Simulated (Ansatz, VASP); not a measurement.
# Ge4Se3: VASP beside Ansatz

The input INCAR:

```
PREC = Accurate
ENCUT = 600
EDIFF = 1E-6
ISMEAR = 0
SIGMA = 0.1
LREAL = False
LASPH = True
NELM = 60
ALGO = Normal
ISIF = 3
LWAVE = False
LCHARG = False
GGA = PE
IBRION = 2
NSW = 90
EDIFFG = -0.04
```

Contents of KPOINTS:

```
regular mesh
0
Gamma
  4 4 4
```

POSCAR

```
Ge4Se3
1.0
    5.5640804800      0.0000000000      0.0000000000
    0.0000000000      5.5640804800      0.0000000000
    0.0000000000      0.0000000000      5.5640804800
Ge Se
4 3
Direct
    0.7206873300      0.7206873300      0.7206873300
    0.2793126700      0.2793126700      0.7206873300
    0.2793126700      0.7206873300      0.2793126700
    0.7206873300      0.2793126700      0.2793126700
    0.0000000000      0.0000000000      0.5000000000
    0.5000000000      0.0000000000      0.0000000000
    0.0000000000      0.5000000000      0.0000000000
```

Input for Ansatz:

```yaml
crystal:
  lattice:
    - [5.56408048, 0.0, 0.0]
    - [0.0, 5.56408048, 0.0]
    - [0.0, 0.0, 5.56408048]
  atoms:
    - { symbol: Ge, position: [0.72068733, 0.72068733, 0.72068733] }
    - { symbol: Ge, position: [0.27931267, 0.27931267, 0.72068733] }
    - { symbol: Ge, position: [0.27931267, 0.72068733, 0.27931267] }
    - { symbol: Ge, position: [0.72068733, 0.27931267, 0.27931267] }
    - { symbol: Se, position: [0.0, 0.0, 0.5] }
    - { symbol: Se, position: [0.5, 0.0, 0.0] }
    - { symbol: Se, position: [0.0, 0.5, 0.0] }
basis:
  ecutwfc: 420
kpoints:
  mp_grid: { grid: [4, 4, 4] }
hamiltonian:
  xc: pbe
scf:
  occupations: { method: gaussian, width: 0.1 }
  lower_state_search: "off"
output:
  forces: true
  stress: true
  eigenvalues: true
relax:
  adjacent_minimum: "off"
  f_tol: 0.04
  max_steps: 70
  cell: { stress_tol: 0.4 }
```

Change from the starting cell: species swapped into the Ge3As4 type (P-43m, No. 215).

Alike in both runs: task relaxation of cell and atoms; functional PBE; k mesh 4 × 4 × 4; occupations gaussian, width 0.1 eV; no spin polarisation.

|  | VASP | Ansatz |
| --- | --- | --- |
| version | VASP 6.6.1 | Ansatz 0.2.0 |
| potentials or method | VASP PAW PBE potentials, release 64 (Ge_d, Se), cutoff 600 eV | scalar-relativistic, plane waves, PAW |
| valence electrons in the cell | 74 | 104 |

Ansatz gave:

```
gap on the k mesh at the Fermi level, each at its own relaxed structure (eV) : none
relaxed volume (Å³/atom)                                                     : 24.36
relaxed cell length with the largest relative difference (Å)                 : 5.545
```

Q: Estimate VASP's values.

A: gap on the k mesh at the Fermi level, each at its own relaxed structure (eV): none; relaxed volume (Å³/atom): 24.40; relaxed cell length with the largest relative difference (Å): 5.548.

A gap of «none» marks a metal or a gap that the smearing closes. VASP's potentials hold 74 valence electrons a cell and Ansatz's 104, so a difference there can come from the potentials and not from the codes.
